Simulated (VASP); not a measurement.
# MoS (P6_3/mmc) in VASP: single point with r2SCAN+U

Aim: the single point of MoS with r2SCAN+U.

Program: VASP 6.6.1. These are calculated values, not measurements. Logs are shortened: lines on timing, memory, paths and dates and some standing lists are left out, and cuts for length are marked.

**1. The cell of the first run**

It takes space group P6_3/mmc (No. 194, hexagonal). Conventional cell: a = 3.812 Å, b = 3.812 Å, c = 6.643 Å, α = 90.00°, β = 90.00°, γ = 120.00°. Within 3.6 Å of Mo (site symmetry -3m) lie 6 S at 2.76 Å and 2 Mo at 3.32 Å. S (site symmetry -6m2) has 6 Mo at 2.76 Å within 3.6 Å.

**2. Single point, r2SCAN+U, collinear spin**

POSCAR reads:

```
MoS
1.0
    3.8118696859      0.0000000000      0.0000000000
   -1.9059348429      3.3011759839      0.0000000000
    0.0000000000      0.0000000000      6.6429060378
Mo S
2 2
Direct
    0.0000000000      0.0000000000      0.0000000000
    0.0000000000      0.0000000000      0.5000000000
    0.3333333333      0.6666666667      0.2500000000
    0.6666666667      0.3333333333      0.7500000000
```

INCAR.step1 reads:

```
PREC = Accurate ; ENCUT = 520
ISMEAR = 0 ; SIGMA = 0.1
LREAL = False ; LASPH = True
NELM = 150 ; ISPIN = 2
MAGMOM = 0.5 0.5 0 0 ; LMAXMIX = 4
LDAU = True ; LDAUTYPE = 2
LDAUL = 2 -1 ; LDAUU = 4.38 0
LDAUJ = 0 0 ; NBANDS = 32
GGA = PE ; ALGO = Normal
EDIFF = 1E-4 ; LWAVE = True
LCHARG = False
```

INCAR.step2 reads:

```
PREC = Accurate ; ENCUT = 520
EDIFF = 1E-7 ; ISMEAR = 0
SIGMA = 0.1 ; LREAL = False
LASPH = True ; NELM = 150
ALGO = Normal ; ISIF = 2
LWAVE = False ; LCHARG = True
ISPIN = 2 ; MAGMOM = 0.5 0.5 0 0
LORBIT = 11 ; LMAXMIX = 4
LDAU = True ; LDAUTYPE = 2
LDAUL = 2 -1 ; LDAUU = 4.38 0
LDAUJ = 0 0 ; LDAUPRINT = 1
METAGGA = R2SCAN ; LMIXTAU = True
LELF = True ; LVHAR = True
NBANDS = 32 ; ISTART = 1
```

KPOINTS reads:

```
Automatic mesh
0
Gamma
  12 12 6
```

Potentials or basis: VASP PAW PBE potentials, release 64 (Mo_sv, S).

Command:

```console
cat potpaw_PBE.64/Mo_sv/POTCAR potpaw_PBE.64/S/POTCAR > POTCAR
cp INCAR.step1 INCAR
mpirun -np 1 vasp_std > vasp.out
cp INCAR.step2 INCAR
mpirun -np 1 vasp_std > vasp.out
```

OUTCAR:

```text
PREC = Accurate
   ENCUT = 520
   EDIFF = 1E-7
   ISMEAR = 0
   LREAL = False
   LASPH = True
   NELM = 150
   ISIF = 2
   ISPIN = 2
   LORBIT = 11
   METAGGA = R2SCAN
   ISTART = 1

 ion  position               nearest neighbor table
   1  0.000  0.000  0.000-   3 2.76   4 2.76   3 2.76   4 2.76   4 2.76   3 2.76   2 3.32   2 3.32

   2  0.000  0.000  0.500-   3 2.76   4 2.76   3 2.76   4 2.76   4 2.76   3 2.76   1 3.32   1 3.32

   3  0.333  0.667  0.250-   1 2.76   2 2.76   1 2.76   2 2.76   1 2.76   2 2.76
   4  0.667  0.333  0.750-   1 2.76   2 2.76   1 2.76   2 2.76   1 2.76   2 2.76

  LATTYP: Found a hexagonal cell.
 ALAT       =     3.8118696859
 C/A-ratio  =     1.7426896996

  Lattice vectors:

 A1 = (   3.8118696859,   0.0000000000,   0.0000000000)
 A2 = (  -1.9059348429,   3.3011759839,   0.0000000000)
 A3 = (   0.0000000000,   0.0000000000,   6.6429060378)

Analysis of symmetry for initial positions (statically):
=====================================================================
 Subroutine PRICEL returns:
 Original cell was already a primitive cell.

 Routine SETGRP: Setting up the symmetry group for a
 hexagonal supercell.

 Subroutine GETGRP returns: Found 24 space group operations
 (whereof 12 operations were pure point group operations)
 out of a pool of 24 trial point group operations.

The static configuration has the point symmetry D_3d.
 The point group associated with its full space group is D_6h.

Analysis of symmetry for dynamics (positions and initial velocities):
=====================================================================
 Subroutine PRICEL returns:
 Original cell was already a primitive cell.

 Routine SETGRP: Setting up the symmetry group for a
 hexagonal supercell.

 Subroutine GETGRP returns: Found 24 space group operations
 (whereof 12 operations were pure point group operations)
 out of a pool of 24 trial point group operations.

The dynamic configuration has the point symmetry D_3d.
 The point group associated with its full space group is D_6h.

Analysis of structural, dynamic, and magnetic symmetry:
=====================================================================
 Subroutine PRICEL returns:
 Original cell was already a primitive cell.

 Routine SETGRP: Setting up the symmetry group for a
 hexagonal supercell.

 Subroutine GETGRP returns: Found 24 space group operations
 (whereof 12 operations were pure point group operations)
 out of a pool of 24 trial point group operations.

The overall configuration has the point symmetry D_3d.
 The point group associated with its full space group is D_6h.

 Subroutine INISYM returns: Found 24 space group operations
 (whereof 12 operations are pure point group operations),
 and found     1 'primitive' translations

----------------------------------------------------------------------------------------

                                     Primitive cell

  volume of cell :      83.5920

  direct lattice vectors                    reciprocal lattice vectors
     3.811869686  0.000000000  0.000000000     0.262338454  0.151461177  0.000000000
    -1.905934843  3.301175984  0.000000000     0.000000000  0.302922354  0.000000000
     0.000000000  0.000000000  6.642906038     0.000000000  0.000000000  0.150536526

  length of vectors
     3.811869686  3.811869686  6.642906038     0.302922354  0.302922354  0.150536526

  position of ions in fractional coordinates (direct lattice)
     0.000000000  0.000000000  0.000000000
     0.000000000  0.000000000  0.500000000
     0.333333333  0.666666667  0.250000000
     0.666666667  0.333333333  0.750000000

  ion indices of the primitive-cell ions
   primitive index   ion index
                 1           1
                 2           2
                 3           3
                 4           4

----------------------------------------------------------------------------------------
[... 90 lines left out ...]
     AMIX_MAG =   1.60;   BMIX_MAG =  1.00
  volume/ion in A,a.u.               =      20.90       141.03
  Fermi-wavevector in a.u.,A,eV,Ry     =   1.280481  2.419759 22.308550  1.639632
  Thomas-Fermi vector in A             =   2.412907
   LORBIT       =     11    0 simple, 1 ext, 2 COOP (PROOUT), +10 PAW based schemes
 LDA+U is selected, type is set to LDAUTYPE =  2
   angular momentum for each species LDAUL =     2   -1
   U (eV)           for each species LDAUU =   4.4  0.0
   J (eV)           for each species LDAUJ =   0.0  0.0
   METAGGA = R2SCAN    functional components
   LHFCALC =     F    Hartree Fock is set to
   AEXX    =    0.0000 exact exchange contribution
   IVDW    =     0    specifies the selected vdW correction
   LEPSILON=     F    determine dielectric tensor
   LRPA    =     F    only Hartree local field effects (RPA)
 spin polarized calculation
 Gauss-broadening in eV      SIGMA  =   0.10
  energy-cutoff  :      520.00
  volume of cell :       83.59
 maximum number of plane-waves:      2277
   NGX = 15   NGY = 15   NGZ = 25

atom =   1  type =  1  l = 2

 onsite density matrix

spin component  1

  0.7819 -0.0000 -0.0000  0.1108 -0.0000
 -0.0000  0.6720 -0.0000  0.0000  0.1108
 -0.0000 -0.0000  0.8619 -0.0000 -0.0000
  0.1108  0.0000 -0.0000  0.6720  0.0000
 -0.0000  0.1108 -0.0000  0.0000  0.7819

spin component  2

  0.0304  0.0000 -0.0000 -0.0278  0.0000
  0.0000  0.0545  0.0000  0.0000 -0.0278
 -0.0000  0.0000  0.0157  0.0000 -0.0000
 -0.0278  0.0000  0.0000  0.0545 -0.0000
  0.0000 -0.0278 -0.0000 -0.0000  0.0304

 occupancies and eigenvectors

  o =  0.0121  v =  0.0000  0.0000  0.0000  0.0000  0.0000  0.5593 -0.4079  0.0000  0.3673 -0.6212      0.0000  0.0000  0.0000  0.0000  0.0000  0.0000  0.0000  0.0000  0.0000  0.0000
  o =  0.0121  v =  0.0000  0.0000  0.0000  0.0000  0.0000  0.6212  0.3673  0.0000  0.4079  0.5593      0.0000  0.0000  0.0000  0.0000  0.0000  0.0000  0.0000  0.0000  0.0000  0.0000
  o =  0.0157  v =  0.0000  0.0000  0.0000  0.0000  0.0000  0.0000  0.0000 -1.0000  0.0000  0.0000      0.0000  0.0000  0.0000  0.0000  0.0000  0.0000  0.0000  0.0000  0.0000  0.0000
  o =  0.0728  v =  0.0000  0.0000  0.0000  0.0000  0.0000  0.3674  0.6210 -0.0000 -0.5596 -0.4078      0.0000  0.0000  0.0000  0.0000  0.0000  0.0000  0.0000  0.0000  0.0000  0.0000
  o =  0.0728  v =  0.0000  0.0000  0.0000  0.0000  0.0000 -0.4078  0.5596  0.0000  0.6210 -0.3674      0.0000  0.0000  0.0000  0.0000  0.0000  0.0000  0.0000  0.0000  0.0000  0.0000
  o =  0.6033  v = -0.3529 -0.6313 -0.0000  0.5689  0.3915  0.0000  0.0000  0.0000  0.0000  0.0000      0.0000  0.0000  0.0000  0.0000  0.0000  0.0000  0.0000  0.0000  0.0000  0.0000
  o =  0.6033  v =  0.3915 -0.5689  0.0000 -0.6313  0.3529  0.0000  0.0000  0.0000  0.0000  0.0000      0.0000  0.0000  0.0000  0.0000  0.0000  0.0000  0.0000  0.0000  0.0000  0.0000
  o =  0.8506  v = -0.5689  0.3915 -0.0000 -0.3529  0.6313  0.0000  0.0000  0.0000  0.0000  0.0000      0.0000  0.0000  0.0000  0.0000  0.0000  0.0000  0.0000  0.0000  0.0000  0.0000
  o =  0.8506  v =  0.6313  0.3529  0.0000  0.3915  0.5689  0.0000  0.0000  0.0000  0.0000  0.0000      0.0000  0.0000  0.0000  0.0000  0.0000  0.0000  0.0000  0.0000  0.0000  0.0000
  o =  0.8619  v = -0.0000 -0.0000  1.0000 -0.0000 -0.0000  0.0000  0.0000  0.0000  0.0000  0.0000      0.0000  0.0000  0.0000  0.0000  0.0000  0.0000  0.0000  0.0000  0.0000  0.0000

atom =   2  type =  1  l = 2

 onsite density matrix

spin component  1

  0.7819  0.0000 -0.0000 -0.1108  0.0000
  0.0000  0.6720  0.0000  0.0000 -0.1108
 -0.0000  0.0000  0.8619  0.0000 -0.0000
 -0.1108  0.0000  0.0000  0.6720 -0.0000
  0.0000 -0.1108 -0.0000 -0.0000  0.7819

spin component  2

  0.0304 -0.0000 -0.0000  0.0278  0.0000
 -0.0000  0.0545 -0.0000  0.0000  0.0278
 -0.0000 -0.0000  0.0157 -0.0000 -0.0000
  0.0278  0.0000 -0.0000  0.0545  0.0000
  0.0000  0.0278 -0.0000  0.0000  0.0304

 occupancies and eigenvectors

  o =  0.0121  v =  0.0000  0.0000  0.0000  0.0000  0.0000  0.5592  0.4080  0.0000 -0.3672 -0.6213      0.0000  0.0000  0.0000  0.0000  0.0000  0.0000  0.0000  0.0000  0.0000  0.0000
  o =  0.0121  v =  0.0000  0.0000  0.0000  0.0000  0.0000  0.6213 -0.3672  0.0000 -0.4080  0.5592      0.0000  0.0000  0.0000  0.0000  0.0000  0.0000  0.0000  0.0000  0.0000  0.0000
  o =  0.0157  v =  0.0000  0.0000  0.0000  0.0000  0.0000  0.0000 -0.0000 -1.0000 -0.0000  0.0000      0.0000  0.0000  0.0000  0.0000  0.0000  0.0000  0.0000  0.0000  0.0000  0.0000
  o =  0.0728  v =  0.0000  0.0000  0.0000  0.0000  0.0000  0.3673 -0.6212 -0.0000  0.5593 -0.4079      0.0000  0.0000  0.0000  0.0000  0.0000  0.0000  0.0000  0.0000  0.0000  0.0000
  o =  0.0728  v =  0.0000  0.0000  0.0000  0.0000  0.0000 -0.4079 -0.5593  0.0000 -0.6212 -0.3673      0.0000  0.0000  0.0000  0.0000  0.0000  0.0000  0.0000  0.0000  0.0000  0.0000
  o =  0.6033  v = -0.3529  0.6313 -0.0000 -0.5689  0.3915  0.0000  0.0000  0.0000  0.0000  0.0000      0.0000  0.0000  0.0000  0.0000  0.0000  0.0000  0.0000  0.0000  0.0000  0.0000
  o =  0.6033  v =  0.3915  0.5689  0.0000  0.6313  0.3529  0.0000  0.0000  0.0000  0.0000  0.0000      0.0000  0.0000  0.0000  0.0000  0.0000  0.0000  0.0000  0.0000  0.0000  0.0000
  o =  0.8506  v = -0.5690 -0.3915 -0.0000  0.3529  0.6312  0.0000  0.0000  0.0000  0.0000  0.0000      0.0000  0.0000  0.0000  0.0000  0.0000  0.0000  0.0000  0.0000  0.0000  0.0000
  o =  0.8506  v =  0.6312 -0.3529  0.0000 -0.3915  0.5690  0.0000  0.0000  0.0000  0.0000  0.0000      0.0000  0.0000  0.0000  0.0000  0.0000  0.0000  0.0000  0.0000  0.0000  0.0000
  o =  0.8619  v = -0.0000  0.0000  1.0000  0.0000 -0.0000  0.0000  0.0000  0.0000  0.0000  0.0000      0.0000  0.0000  0.0000  0.0000  0.0000  0.0000  0.0000  0.0000  0.0000  0.0000

 number of electron      40.0000010 magnetization       8.0000006

 Free energy of the ion-electron system (eV)
  ---------------------------------------------------
  ext. energy  EPLUGINS =         0.00000000
  ---------------------------------------------------
  free energy    TOTEN  =       -61.84811709 eV

  energy without entropy =      -61.84281151  energy(sigma->0) =      -61.84546430

 E-fermi :   7.7390     XC(G=0): -10.9973

 val. band max:        7.7319976622   @ k =   0.3333   0.2500   0.0000
 cond. band min:       7.7439247899   @ k =   0.2500   0.0833   0.3333
 fundamental gap:      0.0119271277
 Fermi energy:         7.7390079544

 spin component 1

 k-point     1 :       0.0000    0.0000    0.0000
  band No.  band energies     occupation
      1     -56.6409      1.00000
      2     -56.6298      1.00000
      3     -30.3396      1.00000
      4     -30.2092      1.00000
      5     -30.2092      1.00000
      6     -30.1941      1.00000
[... 1673 lines left out ...]
     31      16.1569      0.00000
     32      16.3350      0.00000

 [... further k-points ...]
[... 5 lines left out ...]
  --------------------------------------------------------------------------------------
  -------------------------------------------------------------------------------------
  Total       -0.6617163     -0.6617163     -0.5866799     -0.0000000      0.0000000     -0.0000000
  in kB      -12.6828721    -12.6828721    -11.2446765     -0.0000000      0.0000000     -0.0000000
  external PRESSURE =     -12.2034736 kB  Pullay stress =       0.0000000 kB

 VOLUME and BASIS-vectors are now :
 -----------------------------------------------------------------------------
  energy-cutoff  :      520.00
  volume of cell :       83.59
      direct lattice vectors                 reciprocal lattice vectors
     3.811869686  0.000000000  0.000000000     0.262338454  0.151461177  0.000000000
    -1.905934843  3.301175984  0.000000000     0.000000000  0.302922354  0.000000000
     0.000000000  0.000000000  6.642906038     0.000000000  0.000000000  0.150536526

 POSITION                                       TOTAL-FORCE (eV/Angst)
 -----------------------------------------------------------------------------------
      0.00000      0.00000      0.00000         0.000000      0.000000      0.000000
      0.00000      0.00000      3.32145         0.000000      0.000000      0.000000
     -0.00000      2.20078      1.66073        -0.000000      0.000000      0.000000
      1.90593      1.10039      4.98218         0.000000     -0.000000      0.000000
 -----------------------------------------------------------------------------------
    total drift:                               -0.000000      0.000000      0.000000

  FREE ENERGIE OF THE ION-ELECTRON SYSTEM (eV)
  ---------------------------------------------------
  free  energy   TOTEN  =       -61.8481170938 eV

  energy  without entropy=      -61.8428115082  energy(sigma->0) =      -61.84546430

 total charge

# of ion       s       p       d       tot
------------------------------------------
    1        2.167   6.058   3.920  12.145
    2        2.167   6.058   3.920  12.145
    3        1.326   2.395   0.000   3.721
    4        1.326   2.395   0.000   3.721
--------------------------------------------------
tot          6.987  16.906   7.840  31.733

 magnetization (x)

# of ion       s       p       d       tot
------------------------------------------
    1        0.057   0.031   3.558   3.646
    2        0.057   0.031   3.558   3.646
    3        0.023  -0.134   0.000  -0.111
    4        0.023  -0.134   0.000  -0.111
--------------------------------------------------
tot          0.159  -0.206   7.116   7.069
```

Wall time 32 min (1 thread of Oxide Virtual Turin-like, shared host); peak memory 0.39 GiB.

Results:

```
Free energy                                           : -61.8481 eV
Pressure                                              : -1.2 GPa
Band gap on the k mesh                                : zero (filled and empty bands overlap)
Net moment                                            : 8.00 μB per cell
Site moments                                          : Mo +3.65; S -0.11 μB
Valence electrons inside the program's atomic spheres : Mo 12.14; S 3.72
```

Stress tensor (GPa, compression positive):
```
-1.27  0.00  0.00
 0.00 -1.27  0.00
 0.00  0.00 -1.12
```

Levels at points of the mesh, in eV from the Fermi level:
Spin up:
```tsv
k point	band 21	band 22	band 23	band 24	band 25	band 26	band 27	band 28
(0.00, 0.00, 0.00)	-2.85	-1.89	-1.89	-1.64	0.73	1.49	1.49	2.70
(0.50, 0.00, 0.00)	-2.48	-2.24	-1.87	-0.60	1.13	1.67	2.98	4.01
(0.00, 0.00, 0.50)	-3.22	-3.22	0.05	0.05	0.05	0.05	3.01	3.01
(0.50, 0.00, 0.50)	-2.47	-2.47	-0.13	-0.13	0.59	0.59	2.17	2.17
```
Spin down:
```tsv
k point	band 14	band 15	band 16	band 17	band 18	band 19
(0.00, 0.00, 0.00)	-3.32	-2.93	-2.93	0.47	1.87	1.87
(0.50, 0.00, 0.00)	-4.74	-4.34	-3.85	0.17	1.89	3.07
(0.00, 0.00, 0.50)	-3.63	-3.63	-3.63	1.95	1.95	2.69
(0.50, 0.00, 0.50)	-4.49	-4.10	-4.10	1.16	1.16	3.34
```

Eigenvalues of the final occupation matrices:
```csv
site,spin,trace,eigenvalues
site 1 d,1,3.77,0.60 0.60 0.85 0.85 0.86
site 1 d,2,0.19,0.01 0.01 0.02 0.07 0.07
site 2 d,1,3.77,0.60 0.60 0.85 0.85 0.86
site 2 d,2,0.19,0.01 0.01 0.02 0.07 0.07
```

Caveat: the PAW data sets were made with another functional, which shifts forces and pressure a little.
